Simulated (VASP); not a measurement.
A run of VASP 6.6.1 is set up as follows.

The input INCAR:

```
  PREC = Accurate
  ENCUT = 520
  EDIFF = 1E-6
  ISMEAR = 0
  SIGMA = 0.05
  LREAL = False
  LASPH = True
  NELM = 80
  ALGO = Normal
  ISIF = 2
  LWAVE = False
  LCHARG = False
  GGA = PS
  NBANDS = 21
```

KPOINTS

```
regular mesh
0
Gamma
  12 12 8
```

The input POSCAR:

```
RuF2
1.0
    3.2196253729      0.0000000000      0.0000000000
   -1.6098126865      2.7882773636      0.0000000000
    0.0000000000      0.0000000000      4.3056267936
Ru F
1 2
Direct
    0.0000000000      0.0000000000      0.0000000000
    0.3333333333      0.6666666667      0.2223063709
    0.6666666667      0.3333333333      0.7776936291
```

Potentials or basis: VASP PAW PBE potentials, release 64 (Ru_pv, F).

Command:

```bash
$ cat potpaw_PBE.64/Ru_pv/POTCAR potpaw_PBE.64/F/POTCAR > POTCAR
$ mpirun -np 1 vasp_std > vasp.out
```

Task: What does it give for the largest force?

Result: 0.035 eV/Å.

Task: What does it give for the pressure?

Result: 0.2 GPa.

Task: Estimate the band gap on the k mesh.

Result: 0.52 eV (least direct gap 0.91 eV).

Stress tensor (GPa, compression positive):
```
 0.39  0.00  0.00
 0.00  0.39  0.00
 0.00  0.00 -0.23
```

Caveat: semilocal functionals underestimate gaps, and a narrow one can read as zero; the PAW data sets were made with another functional, which shifts forces and pressure a little. A k mesh can miss the band edges.
